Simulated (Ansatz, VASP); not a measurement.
## Ca in VASP and in Ansatz

```
Ca
1.0
     0.00000    2.73764    2.73764
     2.73764    0.00000    2.73764
     2.73764    2.73764    0.00000
Ca
1
Direct
  0.00000 0.00000 0.00000
```

Change from the starting cell: volume scaled by 0.9405, crystal datasets.

Alike in both runs: task electric field gradients; functional PBE; k mesh 11 × 11 × 11; occupations fermi-dirac, width 0.05 eV; no spin polarisation.

```csv
,VASP,Ansatz
version,VASP 6.6.1,Ansatz 0.2.0
potentials or method,"VASP PAW PBE potentials, release 64 (Ca_sv), cutoff 520 eV","all-electron PAW with datasets made for the crystal, scalar-relativistic"
```

|  | VASP | Ansatz | Ansatz less VASP |
| --- | --- | --- | --- |
| pressure (GPa) | 0.5 | 0.5 | -0.02 |

Ansatz ran all-electron here, and VASP with PAW potentials.
